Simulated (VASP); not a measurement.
Hf7O16 (a cell with a defect): single point with PBE

Hf7O16 (a cell with a defect):

```
Hf O
1.0
     0.00000    5.11500    5.11500
     5.11500    0.00000    5.11500
     5.11500    5.11500    0.00000
Hf O
7 16
Direct
  0.00000 0.00000 0.50000
  0.00000 0.50000 0.00000
  0.00000 0.50000 0.50000
  0.50000 0.00000 0.00000
  0.50000 0.00000 0.50000
  0.50000 0.50000 0.00000
  0.50000 0.50000 0.50000
  0.13653 0.13653 0.13653
  0.13653 0.13653 0.59040
  0.13653 0.59040 0.13653
  0.13737 0.62088 0.62088
  0.59040 0.13653 0.13653
  0.62088 0.13737 0.62088
  0.62088 0.62088 0.13737
  0.62088 0.62088 0.62088
  0.37912 0.37912 0.37912
  0.37912 0.37912 0.86263
  0.37912 0.86263 0.37912
  0.40960 0.86347 0.86347
  0.86263 0.37912 0.37912
  0.86347 0.40960 0.86347
  0.86347 0.86347 0.40960
  0.86347 0.86347 0.86347
```

This cell differs from its parent crystal: atoms taken out, then relaxed in part.

```json
{"Program": "VASP 6.6.1", "Task": "single point", "Functional": "PBE", "Potentials or basis": "VASP PAW PBE potentials, release 64 (Hf_pv, O)", "Cutoff": "520 eV", "k mesh": "3 × 3 × 3", "Occupations": "fermi-dirac, width 0.01 eV", "Spin": "collinear spin", "Starting moments": "[0.0, 0.0, 0.0, 0.0, 0.0, 0.0, 0.0, 0.5, 0.5, 0.5, 0.0, 0.5, 0.0, 0.0, 0.0, 0.0, 0.0, 0.0, 0.5, 0.0, 0.5, 0.5, 0.5] μB", "Dipole correction": "no", "Charge": "-3", "Further INCAR settings": "LREAL = Auto; ALGO = Normal; EDIFF = 1e-06; NBANDS = 104; NELECT = 169.0"}
```

```json
{
  "Largest force": "0.100 eV/Å",
  "Net moment": "-0.29 μB per cell",
  "Valence electrons inside the program's atomic spheres": "Hf 8.34, 8.62 (each value once); O 5.09, 5.13 (each value once)"
}
```

Forces on the atoms (eV/Å):
```
Hf   0.000  0.000  0.000
Hf   0.000  0.000  0.000
Hf   0.000  0.000  0.000
Hf   0.000  0.000  0.000
Hf   0.000  0.000  0.000
Hf   0.000  0.000  0.000
Hf   0.000  0.000  0.000
O    0.058  0.058  0.058
O   -0.058 -0.058  0.058
O   -0.058  0.058 -0.058
O    0.017 -0.017 -0.017
O    0.058 -0.058 -0.058
O   -0.017  0.017 -0.017
O   -0.017 -0.017  0.017
O    0.017  0.017  0.017
O   -0.017 -0.017 -0.017
O    0.017  0.017 -0.017
O    0.017 -0.017  0.017
O   -0.058  0.058  0.058
O   -0.017  0.017  0.017
O    0.058 -0.058  0.058
O    0.058  0.058 -0.058
O   -0.058 -0.058 -0.058
```

Levels at points of the mesh, in eV from the Fermi level:
Spin up:
```csv
k point,band 81,band 82,band 83,band 84,band 85,band 86,band 87,band 88
"(0.00, 0.00, 0.00)",-0.29,-0.29,0.13,0.13,0.42,3.76,3.76,4.14
```
Spin down:
| k point | band 81 | band 82 | band 83 | band 84 | band 85 | band 86 | band 87 | band 88 |
| --- | --- | --- | --- | --- | --- | --- | --- | --- |
| (0.00, 0.00, 0.00) | -0.32 | -0.32 | 0.11 | 0.11 | 0.37 | 3.76 | 3.76 | 4.15 |

Wall time 11 min on 1 thread of Oxide Virtual Turin-like Processor, with other jobs on the host, peak memory 0.56 GiB.

Caveat: the cell carries a net charge on a neutralising background, which shifts energy and pressure; the cell differs from its parent crystal (atoms taken out, then relaxed in part); the cell is charged against a uniform background, so pressure and absolute levels hang on convention; spin-orbit coupling is left out, which moves the levels of the heavy elements.
